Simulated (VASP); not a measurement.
# Al2Cu (C2/c) in VASP: a series of runs

The runs below take Al2Cu through single point, with PBEsol.

Everything below comes from runs of VASP 6.6.1. Logs are shortened: lines on timing, memory, paths and dates and some standing lists are left out, and cuts for length are marked.

## (1) The cell of the first run

The structure is monoclinic, space group C2/c (No. 15). The conventional cell has a = 7.696 Å, b = 5.993 Å, c = 4.828 Å, α = 90.00°, β = 128.85°, γ = 90.00°. Within 3.3 Å of Al (site symmetry 1) lie 4 Cu at 2.54 to 2.58 Å and 11 Al at 2.70 to 3.19 Å. Within 3.2 Å of Cu (site symmetry 2) lie 2 Cu at 2.41 Å and 8 Al at 2.54 to 2.58 Å.

## (2) Single point, PBEsol (atoms displaced along a vibrational mode)

Input file INCAR:

```
SYSTEM = Al2Cu
ALGO     = Fast           ! electronic algorithm
EDIFF    = 1E-7           ! SCF threshold, eV
ENCUT    = 520            ! plane-wave cutoff, eV
GGA      = PS             ! functional
ISIF     = 2              ! what is computed and relaxed
ISMEAR   = 0              ! smearing method
LASPH    = .TRUE.         ! aspherical terms in the spheres
LCHARG   = .FALSE.        ! write CHGCAR
LREAL    = .FALSE.        ! projectors in reciprocal space
LWAVE    = .FALSE.        ! write WAVECAR
NBANDS   = 26             ! bands
NELM     = 60             ! most SCF steps
PREC     = Accurate       ! precision mode
SIGMA    = 0.15           ! smearing width, eV
```

Input file KPOINTS:

```
k-points
0
G
  12 12 12
  0 0 0
```

Input file POSCAR:

```
Al2Cu
1.0
   -2.9965506923      2.9965506923      2.4139243086
    2.9965506923     -2.9965506923      2.4139243086
    2.9965506923      2.9965506923     -2.4139243086
Al Cu
4 2
Direct
    0.1614613108      0.6614613108      0.8186399160
    0.6614613108      0.8428213948      0.5000000000
    0.8385386892      0.3385386892      0.1813600840
    0.3385386892      0.1571786052      0.5000000000
    0.7500000000      0.7449942445     -0.0050057555
    0.2500000000      0.2550057555      0.0050057555
```

Potentials or basis: VASP PAW PBE potentials, release 64 (Al, Cu).

The run is started by

```bash
$ cat potpaw_PBE.64/Al/POTCAR potpaw_PBE.64/Cu/POTCAR > POTCAR
$ mpirun -np 1 vasp_std > vasp.out
```

OUTCAR:

```text
SYSTEM = Al2Cu
   EDIFF = 1E-7
   ENCUT = 520
   GGA = PS
   ISIF = 2
   ISMEAR = 0
   LASPH = .TRUE.
   LREAL = .FALSE.
   NELM = 60
   PREC = Accurate

 ion  position               nearest neighbor table
   1  0.161  0.661  0.819-   5 2.54   6 2.55   5 2.56   6 2.58   3 2.70   3 2.84   3 2.88   4 3.06
                             2 3.08   2 3.08   4 3.09   2 3.19   2 3.19   4 3.19   4 3.19
   2  0.661  0.843  0.500-   6 2.54   5 2.55   6 2.56   5 2.58   4 2.70   4 2.84   4 2.88   3 3.06
                             1 3.08   1 3.08   3 3.09   1 3.19   1 3.19   3 3.19   3 3.19
   3  0.839  0.339  0.181-   6 2.54   5 2.55   6 2.56   5 2.58   1 2.70   1 2.84   1 2.88   2 3.06
                             4 3.08   4 3.08   2 3.09   4 3.19   4 3.19   2 3.19   2 3.19
   4  0.339  0.157  0.500-   5 2.54   6 2.55   5 2.56   6 2.58   2 2.70   2 2.84   2 2.88   1 3.06
                             3 3.08   3 3.08   1 3.09   3 3.19   3 3.19   1 3.19   1 3.19
   5  0.750  0.745  0.995-   6 2.41   6 2.41   4 2.54   1 2.54   2 2.55   3 2.55   1 2.56   4 2.56
                             3 2.58   2 2.58
   6  0.250  0.255  0.005-   5 2.41   5 2.41   2 2.54   3 2.54   1 2.55   4 2.55   2 2.56   3 2.56
                             4 2.58   1 2.58

  LATTYP: Found a body centered tetragonal cell.
 ALAT       =     5.9931013846
 C/A-ratio  =     0.8055676531

  Lattice vectors:

 A1 = (  -2.9965506923,   2.9965506923,   2.4139243086)
 A2 = (   2.9965506923,  -2.9965506923,   2.4139243086)
 A3 = (   2.9965506923,   2.9965506923,  -2.4139243086)

Analysis of symmetry for initial positions (statically):
=====================================================================
 Subroutine PRICEL returns:
 Original cell was already a primitive cell.

 Routine SETGRP: Setting up the symmetry group for a
 body centered tetragonal supercell.

 Subroutine GETGRP returns: Found  4 space group operations
 (whereof  2 operations were pure point group operations)
 out of a pool of 16 trial point group operations.

The static configuration has the point symmetry S_2 .
 The point group associated with its full space group is C_2h.

Analysis of symmetry for dynamics (positions and initial velocities):
=====================================================================
 Subroutine PRICEL returns:
 Original cell was already a primitive cell.

 Routine SETGRP: Setting up the symmetry group for a
 body centered tetragonal supercell.

 Subroutine GETGRP returns: Found  4 space group operations
 (whereof  2 operations were pure point group operations)
 out of a pool of 16 trial point group operations.

The dynamic configuration has the point symmetry S_2 .
 The point group associated with its full space group is C_2h.

 Subroutine INISYM returns: Found  4 space group operations
 (whereof  2 operations are pure point group operations),
 and found     1 'primitive' translations

----------------------------------------------------------------------------------------

                                     Primitive cell

  volume of cell :      86.7016

  direct lattice vectors                    reciprocal lattice vectors
    -2.996550692  2.996550692  2.413924309     0.000000000  0.166858515  0.207131598
     2.996550692 -2.996550692  2.413924309     0.166858515  0.000000000  0.207131598
     2.996550692  2.996550692 -2.413924309     0.166858515  0.166858515  0.000000000

  length of vectors
     4.877054713  4.877054713  4.877054713     0.265979817  0.265979817  0.235973576

  position of ions in fractional coordinates (direct lattice)
     0.161461311  0.661461311  0.818639916
     0.661461311  0.842821395  0.500000000
     0.838538689  0.338538689  0.181360084
     0.338538689  0.157178605  0.500000000
     0.750000000  0.744994244  0.994994244
     0.250000000  0.255005756  0.005005756

  ion indices of the primitive-cell ions
   primitive index   ion index
                 1           1
                 2           2
                 3           3
                 4           4
                 5           5
                 6           6

----------------------------------------------------------------------------------------

 KPOINTS: k-points

Automatic generation of k-mesh.
 Grid dimensions read from file:
 generate k-points for:   12   12   12

 Generating k-lattice:

  Cartesian coordinates                     Fractional coordinates (reciprocal lattice)
     0.000000000  0.013904876  0.017260967     0.083333333 -0.000000000  0.000000000
     0.013904876  0.000000000  0.017260967    -0.000000000  0.083333333  0.000000000
     0.013904876  0.013904876  0.000000000     0.000000000  0.000000000  0.083333333

  Length of vectors
     0.022164985  0.022164985  0.019664465

  Shift w.r.t. Gamma in fractional coordinates (k-lattice)
     0.000000000  0.000000000  0.000000000

 Subroutine IBZKPT returns following result:
 ===========================================

 Found    476 irreducible k-points:

 Following reciprocal coordinates:
            Coordinates               Weight
  0.000000  0.000000  0.000000      1.000000
  0.083333 -0.000000  0.000000      2.000000
  0.083333 -0.000000 -0.083333      4.000000
 -0.000000  0.083333 -0.083333      2.000000
  0.166667 -0.000000  0.000000      2.000000
  0.166667 -0.000000 -0.166667      4.000000
[... 16 lines left out ...]
  0.250000 -0.000000 -0.166667      4.000000
  0.083333  0.166667 -0.250000      4.000000
 [... further k-points ...]
   k-points           NKPTS =    476   k-points in BZ     NKDIM =    476   number of bands    NBANDS=     26
   number of dos      NEDOS =    301   number of ions     NIONS =      6
   total plane-waves  NPLWV =  46656
   dimension x,y,z NGX =    36 NGY =   36 NGZ =   36
   dimension x,y,z NGXF=    72 NGYF=   72 NGZF=   72
   ions per type =               4   2
   NGX,Y,Z   is equivalent  to a cutoff of  12.27, 12.27, 12.27 a.u.
   NGXF,Y,Z  is equivalent  to a cutoff of  24.54, 24.54, 24.54 a.u.
 SYSTEM =  Al2Cu
   PREC   = accura    normal or accurate (medium, high low for compatibility)
   ISTART =      0    job   : 0-new  1-cont  2-samecut
   ICHARG =      2    charge: 1-file 2-atom 10-const
   ISPIN  =      1    spin polarized calculation?
   LNONCOLLINEAR =      F non collinear calculations
   LSORBIT =      F    spin-orbit coupling
   LASPH  =      T    aspherical Exc in radial PAW
   ENCUT  =  520.0 eV  38.22 Ry    6.18 a.u.   9.07  9.07  9.07*2*pi/ulx,y,z
   NELM   =     60;   NELMIN=  2; NELMDL= -5     # of ELM steps
   EDIFF  = 0.1E-06   stopping-criterion for ELM
   LREAL  =      F    real-space projection
   EDIFFG = 0.1E-05   stopping-criterion for IOM
   NSW    =      0    number of steps for IOM
   IBRION =     -1    ionic relax: 0-MD 1-quasi-New 2-CG
   NFREE  =      0    steps in history (QN), initial steepest desc. (CG)
   ISIF   =      2    stress and relaxation
   ISYM   =      2    0-nonsym 1-usesym 2-fastsym
   POTIM  = 0.5000    time-step for ionic-motion
   TEBEG  =    0.0;   TEEND  =   0.0 temperature during run
   PSTRESS=    0.0 pullay stress
   NELECT =      34.0000    total number of electrons
   NUPDOWN=      -1.0000    fix difference up-down
   EMIN   =  10.00;   EMAX   =-10.00  energy-range for DOS
   EFERMI =   0.00;   METHOD = LEGACY
   ISMEAR =     0;   SIGMA  =   0.15  broadening in eV -4-tet -1-fermi 0-gaus
   EFERMI_NEDOS =   21; number of points for ismear=-14 and -15
   IALGO  =     68    algorithm
   IMIX   =      4    mixing-type and parameters
     AMIX     =   0.40;   BMIX     =  1.00
     AMIX_MAG =   1.60;   BMIX_MAG =  1.00
  volume/ion in A,a.u.               =      14.45        97.52
  Fermi-wavevector in a.u.,A,eV,Ry     =   1.198281  2.264424 19.536312  1.435878
  Thomas-Fermi vector in A             =   2.334174
   LORBIT       =      0    0 simple, 1 ext, 2 COOP (PROOUT), +10 PAW based schemes
   GGA     = PS    functional components
   LHFCALC =     F    Hartree Fock is set to
   AEXX    =    0.0000 exact exchange contribution
   IVDW    =     0    specifies the selected vdW correction
   LEPSILON=     F    determine dielectric tensor
   LRPA    =     F    only Hartree local field effects (RPA)
 non-spin polarized calculation
 RMM-DIIS sequential band-by-band and
 Gauss-broadening in eV      SIGMA  =   0.15
  energy-cutoff  :      520.00
  volume of cell :       86.70
 maximum number of plane-waves:      2376
   NGX = 19   NGY = 19   NGZ = 19

 number of electron      33.9999999 magnetization

 Free energy of the ion-electron system (eV)
  ---------------------------------------------------
  ext. energy  EPLUGINS =         0.00000000
  ---------------------------------------------------
  free energy    TOTEN  =       -26.01157336 eV

  energy without entropy =      -25.98819462  energy(sigma->0) =      -25.99988399

 E-fermi :   8.2236     XC(G=0): -11.0784

 val. band max:        8.2199793491   @ k =   0.0000   0.3333  -0.0833
 cond. band min:       8.2274789790   @ k =   0.2500   0.2500   0.0000
 fundamental gap:      0.0074996299
 Fermi energy:         8.2236004028

 k-point     1 :       0.0000    0.0000    0.0000
  band No.  band energies     occupation
      1      -2.7408      2.00000
      2       2.7628      2.00000
      3       2.9582      2.00000
      4       2.9602      2.00000
      5       2.9795      2.00000
      6       3.9031      2.00000
[... 18 lines left out ...]
     25      13.5928      0.00000
     26      14.1985      0.00000

 k-point     2 :       0.0833   -0.0000    0.0000
  band No.  band energies     occupation
      1      -2.6667      2.00000
      2       2.7566      2.00000
      3       2.9440      2.00000
      4       2.9534      2.00000
      5       3.0003      2.00000
      6       3.8917      2.00000
[... 18 lines left out ...]
     25      13.6756      0.00000
     26      14.4204      0.00000

 k-point     3 :       0.0833   -0.0000   -0.0833
  band No.  band energies     occupation
      1      -2.6667      2.00000
      2       2.7563      2.00000
      3       2.9428      2.00000
      4       2.9553      2.00000
      5       2.9988      2.00000
      6       3.8916      2.00000
[... 18 lines left out ...]
     25      13.6695      0.00000
     26      14.4250      0.00000

 k-point     4 :      -0.0000    0.0833   -0.0833
  band No.  band energies     occupation
      1      -2.6667      2.00000
      2       2.7560      2.00000
      3       2.9432      2.00000
      4       2.9539      2.00000
      5       2.9993      2.00000
      6       3.8908      2.00000
[... 18 lines left out ...]
     25      13.6747      0.00000
     26      14.4174      0.00000
[... 496 lines left out ...]
      1      -2.1923      2.00000
      2       2.6667      2.00000
      3       2.7698      2.00000
      4       2.8615      2.00000
      5       3.2216      2.00000
      6       3.7031      2.00000
[... 18 lines left out ...]
     25      13.4146      0.00000
     26      15.5349      0.00000

 k-point    23 :       0.2500   -0.0000   -0.1667
  band No.  band energies     occupation
      1      -2.1923      2.00000
      2       2.6670      2.00000
      3       2.7660      2.00000
      4       2.8640      2.00000
      5       3.2186      2.00000
      6       3.7063      2.00000
[... 18 lines left out ...]
     25      13.4294      0.00000
     26      15.5217      0.00000

 k-point    24 :       0.0833    0.1667   -0.2500
  band No.  band energies     occupation
      1      -2.1924      2.00000
      2       2.6628      2.00000
      3       2.7660      2.00000
      4       2.8587      2.00000
      5       3.2204      2.00000
      6       3.7116      2.00000
[... 18 lines left out ...]
     25      13.4251      0.00000
     26      15.5219      0.00000

 [... further k-points ...]

------------------------ aborting loop because EDIFF is reached ----------------------------------------

  FORCE on cell =-STRESS in cart. coord.  units (eV):
  Direction    XX          YY          ZZ          XY          YZ          ZX
  --------------------------------------------------------------------------------------
  -------------------------------------------------------------------------------------
  Total        0.2724530      0.2590802      0.0177995      0.0000000      0.1414072      0.0000000
  in kB        5.0347195      4.7876001      0.3289211      0.0000000      2.6130958      0.0000000
  external PRESSURE =       3.3837469 kB  Pullay stress =       0.0000000 kB

 VOLUME and BASIS-vectors are now :
 -----------------------------------------------------------------------------
  energy-cutoff  :      520.00
  volume of cell :       86.70
      direct lattice vectors                 reciprocal lattice vectors
    -2.996550692  2.996550692  2.413924309     0.000000000  0.166858515  0.207131598
     2.996550692 -2.996550692  2.413924309     0.166858515  0.000000000  0.207131598
     2.996550692  2.996550692 -2.413924309     0.166858515  0.166858515  0.000000000

 POSITION                                       TOTAL-FORCE (eV/Angst)
 -----------------------------------------------------------------------------------
      3.95137      0.95482      0.01034        -0.013617     -0.009754     -0.020862
      2.04173      0.95482      2.42426         0.013617     -0.009754     -0.020862
     -0.95482      2.04173      2.40359         0.013617      0.009754      0.020862
      0.95482      2.04173     -0.01034        -0.013617      0.009754      0.020862
      2.96655      2.99655      1.20696         0.148755      0.000000     -0.000000
      0.03000     -0.00000      1.20696        -0.148755      0.000000      0.000000
 -----------------------------------------------------------------------------------
    total drift:                               -0.000000      0.000000     -0.000000

  FREE ENERGIE OF THE ION-ELECTRON SYSTEM (eV)
  ---------------------------------------------------
  free  energy   TOTEN  =       -26.0115733551 eV

  energy  without entropy=      -25.9881946208  energy(sigma->0) =      -25.99988399
```

Run time: 39 min. Hardware: 1 thread of Intel Xeon 8259CL, shared host; peak memory 0.91 GiB.

What came out:

```yaml
Free_energy: -26.0116 eV
Pressure: 0.3 GPa
Largest_force: 0.149 eV/Å
Band_gap_on_the_k_mesh: zero (bands 17 and 18 overlap by 4.40 eV)
```

Forces in eV/Å, atoms in the order of the input:
```
Al  -0.014 -0.010 -0.021
Al   0.014 -0.010 -0.021
Al   0.014  0.010  0.021
Al  -0.014  0.010  0.021
Cu   0.149  0.000  0.000
Cu  -0.149  0.000  0.000
```

Levels at points of the mesh, in eV from the Fermi level:
| k point | band 14 | band 15 | band 16 | band 17 | band 18 | band 19 | band 20 | band 21 |
| --- | --- | --- | --- | --- | --- | --- | --- | --- |
| (0.00, 0.00, 0.00) | -1.98 | -1.43 | -1.26 | -1.26 | -0.85 | -0.23 | 0.07 | 1.52 |
| (0.50, 0.00, 0.00) | -3.14 | -2.65 | -2.65 | 0.24 | 0.24 | 4.10 | 4.10 | 4.39 |
| (0.50, 0.00, 0.50) | -3.13 | -2.66 | -2.64 | 0.18 | 0.29 | 4.05 | 4.18 | 4.30 |
| (0.00, 0.50, 0.50) | -3.15 | -2.65 | -2.65 | 0.23 | 0.23 | 4.12 | 4.12 | 4.37 |
| (0.50, 0.50, 0.00) | -2.87 | -1.51 | -1.31 | -0.90 | -0.69 | 0.82 | 1.28 | 4.68 |
| (0.50, 0.50, 0.50) | -3.31 | -3.31 | -1.86 | 2.62 | 2.96 | 2.96 | 3.37 | 4.19 |

Caveat: the cell differs from its parent crystal (atoms displaced along a vibrational mode); the PAW data sets were made with another functional, which shifts forces and pressure a little.

## (3) Single point, PBEsol (atoms displaced along a vibrational mode)

Input file INCAR:

```
SYSTEM = Al2Cu
  PREC = Accurate
  ENCUT = 520
  EDIFF = 1E-7
  ISMEAR = 0
  SIGMA = 0.15
  LREAL = .FALSE.
  LASPH = .TRUE.
  NELM = 80
  ALGO = Fast
  ISIF = 2
  LWAVE = .FALSE.
  LCHARG = .FALSE.
  GGA = PS
  NBANDS = 26
```

Input file KPOINTS:

```
regular mesh
0
G
  12 12 12
  0 0 0
```

Input file POSCAR:

```
Al2Cu
1.0
   -2.9965506923      2.9965506923      2.4139243086
    2.9965506923     -2.9965506923      2.4139243086
    2.9965506923      2.9965506923     -2.4139243086
Al Cu
4 2
Direct
    0.1550372523      0.6550372523      0.8186399160
    0.6550372523      0.8363973363      0.5000000000
    0.8449627477      0.3449627477      0.1813600840
    0.3449627477      0.1636026637      0.5000000000
    0.7500000000      0.7600115109      0.0100115109
    0.2500000000      0.2399884891     -0.0100115109
```

Potentials or basis: VASP PAW PBE potentials, release 64 (Al, Cu).

The run is started by

```bash
$ cat potpaw_PBE.64/Al/POTCAR potpaw_PBE.64/Cu/POTCAR > POTCAR
$ mpirun -np 1 vasp_std > vasp.out
```

It took 9.9 min on 1 thread of AMD EPYC 9R45 (Zen 5), shared host; peak memory 0.86 GiB.

It converged, with:

| Item | Value |
| --- | --- |
| Free energy | -25.9969 eV |
| Pressure | 0.2 GPa |
| Largest force | 0.298 eV/Å |
| Band gap on the k mesh | zero (bands 17 and 18 overlap by 4.40 eV) |

Forces on the atoms (eV/Å):
```
Al  -0.021 -0.006  0.041
Al   0.021 -0.006  0.041
Al   0.021  0.006 -0.041
Al  -0.021  0.006 -0.041
Cu  -0.298  0.000  0.000
Cu   0.298  0.000  0.000
```

Stress tensor (GPa, compression positive):
```
 0.36  0.00  0.00
 0.00  0.27 -0.53
 0.00 -0.53 -0.18
```

Levels at points of the mesh, in eV from the Fermi level:
```tsv
k point	band 15	band 16	band 17	band 18	band 19	band 20
(0.00, 0.00, 0.00)	-1.43	-1.26	-1.26	-0.85	-0.23	0.06
(0.50, 0.00, 0.00)	-2.65	-2.65	0.23	0.23	4.11	4.11
(0.50, 0.00, 0.50)	-2.67	-2.63	0.12	0.35	3.99	4.22
(0.00, 0.50, 0.50)	-2.65	-2.65	0.25	0.25	4.08	4.08
(0.50, 0.50, 0.00)	-1.50	-1.30	-0.90	-0.70	0.82	1.28
(0.50, 0.50, 0.50)	-3.31	-1.87	2.63	2.96	2.96	3.36
```

Caveat: the cell differs from its parent crystal (atoms displaced along a vibrational mode); the PAW data sets were made with another functional, which shifts forces and pressure a little.
